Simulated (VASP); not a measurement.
# Co3Si4Ni (R3) in VASP: relaxation of cell and atoms with PBE

Aim: the relaxation of cell and atoms of Co3Si4Ni with PBE.

All numbers are computed with VASP 6.6.1; they aren't measurements. Logs are shortened: lines on timing, memory, paths and dates and some standing lists are left out, and cuts for length are marked.

**1. The cell of the first run**

The structure is trigonal, space group R3 (No. 146). The conventional cell has a = 6.612 Å, b = 6.612 Å, c = 8.099 Å, α = 90.00°, β = 90.00°, γ = 120.00°. Within 3.2 Å of Co (site symmetry 1) lie 7 Si at 2.41 to 2.60 Å and 4 Co at 2.87 Å and 2 Ni at 2.87 Å. Within 3.2 Å of Si (site symmetry 1) lie 5 Co at 2.41 to 2.60 Å and 2 Ni at 2.45 to 2.60 Å and 6 Si at 2.89 Å. Si (site symmetry 3) has 1 Ni at 2.41 Å and 6 Co at 2.45 to 2.60 Å and 6 Si at 2.89 Å within 3.2 Å. Within 3.2 Å of Ni (site symmetry 3) lie 7 Si at 2.41 to 2.60 Å and 6 Co at 2.87 Å.

**2. Relaxation of cell and atoms, PBE, collinear spin, ferromagnetic start**

INCAR

```
PREC = Accurate
ENCUT = 600
EDIFF = 1E-7
ISMEAR = 0
SIGMA = 0.1
LREAL = False
LASPH = True
NELM = 150
ALGO = Normal
ISIF = 3
LWAVE = False
LCHARG = False
ISPIN = 2
MAGMOM = 3 3 3 0 0 0 0 2
LORBIT = 11
LMAXMIX = 4
GGA = PE
IBRION = 2
NSW = 90
EDIFFG = -0.04
```

KPOINTS

```
Automatic mesh
0
Gamma
  4 4 4
```

POSCAR

```
Co3Si4Ni
1.0
    3.3062073400      1.9088397000      2.6995069900
   -3.3062073400      1.9088397000      2.6995069900
    0.0000000000     -3.8176794000      2.6995069900
Co Si Ni
3 4 1
Direct
    0.6399999900      0.1399999900      0.8600000100
    0.8600000100      0.6399999900      0.1399999900
    0.1399999900      0.8600000100      0.6399999900
    0.3429999900      0.8429999900      0.1570000100
    0.6570000100      0.6570000100      0.6570000100
    0.1570000100      0.3429999900      0.8429999900
    0.8429999900      0.1570000100      0.3429999900
    0.3600000100      0.3600000100      0.3600000100
```

Potentials or basis: VASP PAW PBE potentials, release 64 (Co, Si, Ni).

The run is started by

```sh
> cat potpaw_PBE.64/Co/POTCAR potpaw_PBE.64/Si/POTCAR potpaw_PBE.64/Ni/POTCAR > POTCAR
> mpirun -np 1 vasp_std > vasp.out
```

OUTCAR:

```text
PREC = Accurate
   ENCUT = 600
   EDIFF = 1E-7
   ISMEAR = 0
   LREAL = False
   LASPH = True
   NELM = 150
   ISIF = 3
   ISPIN = 2
   LORBIT = 11
   GGA = PE
   IBRION = 2
   NSW = 90
   EDIFFG = -0.04

 ion  position               nearest neighbor table
   1  0.640  0.140  0.860-   4 2.41   6 2.45   5 2.45   7 2.45   6 2.60   5 2.60   7 2.60   3 2.87
                             2 2.87   2 2.87   3 2.87   8 2.87   8 2.87
   2  0.860  0.640  0.140-   6 2.41   4 2.45   7 2.45   5 2.45   4 2.60   7 2.60   5 2.60   8 2.87
                             1 2.87   1 2.87   3 2.87   8 2.87   3 2.87
   3  0.140  0.860  0.640-   7 2.41   6 2.45   5 2.45   4 2.45   5 2.60   6 2.60   4 2.60   8 2.87
                             1 2.87   1 2.87   2 2.87   8 2.87   2 2.87
   4  0.343  0.843  0.157-   1 2.41   2 2.45   8 2.45   3 2.45   2 2.60   8 2.60   3 2.60   7 2.89
                             6 2.89   7 2.89   6 2.89   5 2.89   5 2.89
   5  0.657  0.657  0.657-   8 2.41   1 2.45   3 2.45   2 2.45   3 2.60   1 2.60   2 2.60   6 2.89
                             7 2.89   4 2.89   4 2.89   6 2.89   7 2.89
   6  0.157  0.343  0.843-   2 2.41   1 2.45   3 2.45   8 2.45   3 2.60   1 2.60   8 2.60   5 2.89
                             4 2.89   4 2.89   7 2.89   5 2.89   7 2.89
   7  0.843  0.157  0.343-   3 2.41   8 2.45   2 2.45   1 2.45   2 2.60   8 2.60   1 2.60   4 2.89
                             5 2.89   4 2.89   6 2.89   5 2.89   6 2.89
   8  0.360  0.360  0.360-   5 2.41   7 2.45   4 2.45   6 2.45   4 2.60   7 2.60   6 2.60   2 2.87
                             3 2.87   1 2.87   1 2.87   2 2.87   3 2.87

  LATTYP: Found a simple cubic cell.
 ALAT       =     4.6756832618

  Lattice vectors:

 A1 = (   3.3062073400,   1.9088397000,   2.6995069900)
 A2 = (  -3.3062073400,   1.9088397000,   2.6995069900)
 A3 = (   0.0000000000,  -3.8176794000,   2.6995069900)

Analysis of symmetry for initial positions (statically):
=====================================================================
 Subroutine PRICEL returns:
 Original cell was already a primitive cell.

 Routine SETGRP: Setting up the symmetry group for a
 simple cubic supercell.

 Subroutine GETGRP returns: Found  3 space group operations
 (whereof  3 operations were pure point group operations)
 out of a pool of 48 trial point group operations.

The static configuration has the point symmetry C_3 .

Analysis of symmetry for dynamics (positions and initial velocities):
=====================================================================
 Subroutine PRICEL returns:
 Original cell was already a primitive cell.

 Routine SETGRP: Setting up the symmetry group for a
 simple cubic supercell.

 Subroutine GETGRP returns: Found  3 space group operations
 (whereof  3 operations were pure point group operations)
 out of a pool of 48 trial point group operations.

The dynamic configuration has the point symmetry C_3 .

Analysis of structural, dynamic, and magnetic symmetry:
=====================================================================
 Subroutine PRICEL returns:
 Original cell was already a primitive cell.

 Routine SETGRP: Setting up the symmetry group for a
 simple cubic supercell.

 Subroutine GETGRP returns: Found  3 space group operations
 (whereof  3 operations were pure point group operations)
 out of a pool of 48 trial point group operations.

The overall configuration has the point symmetry C_3 .

 Subroutine INISYM returns: Found  3 space group operations
 (whereof  3 operations are pure point group operations),
 and found     1 'primitive' translations

----------------------------------------------------------------------------------------

                                     Primitive cell

  volume of cell :     102.2199

  direct lattice vectors                    reciprocal lattice vectors
     3.306207340  1.908839700  2.699506990     0.151230685  0.087313076  0.123479337
    -3.306207340  1.908839700  2.699506990    -0.151230685  0.087313076  0.123479337
     0.000000000 -3.817679400  2.699506990     0.000000000 -0.174626153  0.123479337

  length of vectors
     4.675683262  4.675683262  4.675683265     0.213872485  0.213872485  0.213872485

  position of ions in fractional coordinates (direct lattice)
     0.639999990  0.139999990  0.860000010
[... 62 lines left out ...]
   number of dos      NEDOS =    301   number of ions     NIONS =      8
   total plane-waves  NPLWV =  64000
   dimension x,y,z NGX =    40 NGY =   40 NGZ =   40
   dimension x,y,z NGXF=    80 NGYF=   80 NGZF=   80
   ions per type =               3   4   1
   NGX,Y,Z   is equivalent  to a cutoff of  14.22, 14.22, 14.22 a.u.
   NGXF,Y,Z  is equivalent  to a cutoff of  28.44, 28.44, 28.44 a.u.
 SYSTEM =  unknown system
   PREC   = accura    normal or accurate (medium, high low for compatibility)
   ISTART =      0    job   : 0-new  1-cont  2-samecut
   ICHARG =      2    charge: 1-file 2-atom 10-const
   ISPIN  =      2    spin polarized calculation?
   LNONCOLLINEAR =      F non collinear calculations
   LSORBIT =      F    spin-orbit coupling
   LASPH  =      T    aspherical Exc in radial PAW
   ENCUT  =  600.0 eV  44.10 Ry    6.64 a.u.   9.34  9.34  9.34*2*pi/ulx,y,z
   NELM   =    150;   NELMIN=  2; NELMDL= -5     # of ELM steps
   EDIFF  = 0.1E-06   stopping-criterion for ELM
   LREAL  =      F    real-space projection
   EDIFFG = -.4E-01   stopping-criterion for IOM
   NSW    =     90    number of steps for IOM
   IBRION =      2    ionic relax: 0-MD 1-quasi-New 2-CG
   NFREE  =      1    steps in history (QN), initial steepest desc. (CG)
   ISIF   =      3    stress and relaxation
   ISYM   =      2    0-nonsym 1-usesym 2-fastsym
   POTIM  = 0.5000    time-step for ionic-motion
   TEBEG  =    0.0;   TEEND  =   0.0 temperature during run
   PSTRESS=    0.0 pullay stress
   NELECT =      53.0000    total number of electrons
   NUPDOWN=      -1.0000    fix difference up-down
   EMIN   =  10.00;   EMAX   =-10.00  energy-range for DOS
   EFERMI =   0.00;   METHOD = LEGACY
   ISMEAR =     0;   SIGMA  =   0.10  broadening in eV -4-tet -1-fermi 0-gaus
   EFERMI_NEDOS =   21; number of points for ismear=-14 and -15
   IALGO  =     38    algorithm
   IMIX   =      4    mixing-type and parameters
     AMIX     =   0.40;   BMIX     =  1.00
     AMIX_MAG =   1.60;   BMIX_MAG =  1.00
  volume/ion in A,a.u.               =      12.78        86.23
  Fermi-wavevector in a.u.,A,eV,Ry     =   1.315190  2.485348 23.534320  1.729724
  Thomas-Fermi vector in A             =   2.445390
   LORBIT       =     11    0 simple, 1 ext, 2 COOP (PROOUT), +10 PAW based schemes
   GGA     = PE    functional components
   LHFCALC =     F    Hartree Fock is set to
   AEXX    =    0.0000 exact exchange contribution
   IVDW    =     0    specifies the selected vdW correction
   LEPSILON=     F    determine dielectric tensor
   LRPA    =     F    only Hartree local field effects (RPA)
 conjugate gradient relaxation of ions
 spin polarized calculation
 Gauss-broadening in eV      SIGMA  =   0.10
  energy-cutoff  :      600.00
  volume of cell :      102.22
 maximum number of plane-waves:      3448
 NGX is ok and might be reduce to    40
   NGX = 19   NGY = 19   NGZ = 19

--------------------------------------- Ionic step        1  -------------------------------------------

 number of electron      53.0000000 magnetization      11.0000000

 number of electron      52.9999994 magnetization       0.0003149

 Free energy of the ion-electron system (eV)
  ---------------------------------------------------
  ext. energy  EPLUGINS =         0.00000000
  ---------------------------------------------------
  free energy    TOTEN  =       -51.72682906 eV

  energy without entropy =      -51.70328823  energy(sigma->0) =      -51.71505865

------------------------ aborting loop because EDIFF is reached ----------------------------------------

  FORCE on cell =-STRESS in cart. coord.  units (eV):
  Direction    XX          YY          ZZ          XY          YZ          ZX
  --------------------------------------------------------------------------------------
  -------------------------------------------------------------------------------------
  Total      -14.3762894    -14.3762894    -13.6853041     -0.0000002      0.0000000     -0.0000000
  in kB     -225.3316195   -225.3316200   -214.5012290     -0.0000027      0.0000000     -0.0000000
  external PRESSURE =    -221.7214895 kB  Pullay stress =       0.0000000 kB
[... 111 lines left out ...]
  FREE ENERGIE OF THE ION-ELECTRON SYSTEM (eV)
  ---------------------------------------------------
  free  energy   TOTEN  =       -52.8316309018 eV

  energy  without entropy=      -52.8101795733  energy(sigma->0) =      -52.82090524

[... ionic steps 4 to 7 ...]

--------------------------------------- Ionic step        8  -------------------------------------------

 number of electron      53.0000007 magnetization      -0.0000000

 number of electron      53.0000007 magnetization       0.0000000
[... 85 lines left out ...]
 number of electron      53.0000006 magnetization       0.0000000

 number of electron      53.0000006 magnetization      -0.0000000

 Free energy of the ion-electron system (eV)
  ---------------------------------------------------
  ext. energy  EPLUGINS =         0.00000000
  ---------------------------------------------------
  free energy    TOTEN  =       -52.87309936 eV

  energy without entropy =      -52.85222382  energy(sigma->0) =      -52.86266159

 E-fermi :  12.3574     XC(G=0): -12.8001

 val. band max:       12.2890780042   @ k =  -0.2500   0.2500   0.2500
 cond. band min:      12.3580085176   @ k =   0.5000   0.2500   0.2500
 fundamental gap:      0.0689305134
 Fermi energy:        12.3573709355

 spin component 1

 k-point     1 :       0.0000    0.0000    0.0000
  band No.  band energies     occupation
      1      -1.7356      1.00000
      2       3.7385      1.00000
      3       3.7385      1.00000
      4       3.7495      1.00000
      5       6.3560      1.00000
      6       6.4161      1.00000
[... 549 lines left out ...]
     36      17.6042      0.00000
     37      19.4391      0.00000
 Fermi energy:        12.3573709355

 spin component 2

 k-point     1 :       0.0000    0.0000    0.0000
  band No.  band energies     occupation
      1      -1.7356      1.00000
      2       3.7385      1.00000
      3       3.7385      1.00000
      4       3.7495      1.00000
      5       6.3560      1.00000
      6       6.4161      1.00000
[... 584 lines left out ...]
  FREE ENERGIE OF THE ION-ELECTRON SYSTEM (eV)
  ---------------------------------------------------
  free  energy   TOTEN  =       -52.8730993559 eV

  energy  without entropy=      -52.8522238244  energy(sigma->0) =      -52.86266159

 reached required accuracy - stopping structural energy minimisation

 total charge

# of ion       s       p       d       tot
------------------------------------------
    1        0.431   0.604   7.569   8.603
    2        0.431   0.604   7.569   8.603
    3        0.431   0.604   7.569   8.603
    4        0.727   0.875   0.000   1.602
    5        0.721   0.877   0.000   1.598
    6        0.727   0.875   0.000   1.602
    7        0.727   0.875   0.000   1.602
    8        0.471   0.643   8.498   9.612
--------------------------------------------------
tot          4.666   5.956  31.205  41.827

 magnetization (x)

# of ion       s       p       d       tot
------------------------------------------
    1       -0.000  -0.000  -0.000  -0.000
    2       -0.000  -0.000  -0.000  -0.000
    3       -0.000  -0.000  -0.000  -0.000
    4        0.000   0.000   0.000   0.000
    5       -0.000  -0.000   0.000  -0.000
    6        0.000   0.000   0.000   0.000
    7        0.000   0.000   0.000   0.000
    8        0.000   0.000   0.000   0.000
--------------------------------------------------
tot          0.000   0.000   0.000   0.000
```

Wall time 9.8 min (1 thread of AMD EPYC 9R45 (Zen 5), shared host); peak memory 0.32 GiB.

Results:

```yaml
Free_energy: -52.8731 eV
Relaxed_volume: 10.99 Å³/atom
Relaxed_cell: a = 4.446 Å, b = 4.446 Å, c = 4.446 Å, α = 89.80°, β = 89.80°, γ = 89.80°
Space_group_after_relaxing_to_0.1_Å: R3 (No. 146)
Energy_gained_by_relaxing: 143.3 meV/atom
Ionic_steps: 10
Pressure_after_relaxing: 0.1 GPa
Largest_force_after_relaxing: 0.024 eV/Å
Net_moment: 0.00 μB per cell
Valence_electrons_inside_the_program's_atomic_spheres: Co 8.60; Si 1.60; Ni 9.61
```

Forces in eV/Å, atoms in the order of the input:
```
Co   0.009 -0.011 -0.010
Co   0.005  0.014 -0.010
Co  -0.014 -0.002 -0.010
Si   0.015 -0.006  0.018
Si   0.000  0.000 -0.001
Si  -0.002  0.016  0.018
Si  -0.013 -0.010  0.018
Ni   0.000  0.000 -0.022
```

Step by step:
```csv
step,energy change (eV),largest force (eV/Å),pressure (GPa),volume (Å³)
1,0.0000,0.3672,-22.17,102.22
2,-0.1159,0.9161,34.75,78.23
3,-1.1048,0.3363,-0.60,88.64
4,-1.1053,0.3448,0.02,88.38
5,-1.1248,0.2489,-0.01,88.23
6,-1.1425,0.1297,0.32,87.87
7,-1.1456,0.0398,-0.59,88.18
8,-1.1457,0.0477,-0.46,88.14
9,-1.1458,0.0368,0.60,87.69
10,-1.1463,0.0241,0.10,87.90
```

Final structure:
```
CELL_PARAMETERS angstrom
3.13849 1.81201 2.57592
-3.13849 1.81201 2.57592
0.00000 -3.62402 2.57592
ATOMIC_POSITIONS crystal
Co 0.64403 0.14990 0.85528
Co 0.85528 0.64404 0.14990
Co 0.14990 0.85528 0.64403
Si 0.34398 0.84268 0.15182
Si 0.65900 0.65900 0.65900
Si 0.15182 0.34398 0.84268
Si 0.84268 0.15182 0.34398
Ni 0.35330 0.35330 0.35330
```

Caveat: the moments typed at the start vanished in this run.
